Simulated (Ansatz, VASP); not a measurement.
As2P3: VASP beside Ansatz

```
P As
1.0
     4.40842    0.00000    0.00000
    -2.20421    3.81780    0.00000
     0.00000    0.00000    5.32276
P As
3 2
Cartesian
  0.0000 0.0000 0.0000
  0.0000 2.5452 3.3267
  2.2042 1.2726 1.9960
  0.0000 2.5452 0.7345
  2.2042 1.2726 4.5882
```

Alike in both runs: task relaxation of cell and atoms; functional PBE; k mesh 6 × 6 × 4; occupations gaussian, width 0.1 eV; no spin polarisation.

```csv
,VASP,Ansatz
version,VASP 6.6.1,Ansatz 0.2.0
potentials or method,"VASP PAW PBE potentials, release 64 (P, As), cutoff 600 eV","scalar-relativistic, plane waves, PAW"
valence electrons in the cell,25,45
```

```tsv
	VASP	Ansatz	Ansatz less VASP
gap on the k mesh at the Fermi level, each at its own relaxed structure (eV)	none	none	-
relaxed volume (Å³/atom)	20.86	20.92	+0.062
relaxed cell length with the largest relative difference (Å)	4.157	4.162	+0.0051
```

A gap of «none» marks a metal or a gap that the smearing closes. VASP's potentials hold 25 valence electrons a cell and Ansatz's 45, so a difference there can come from the potentials and not from the codes.

Noted on VASP's run: the volume moved by over 15 % at a fixed basis, so the end points are rough.
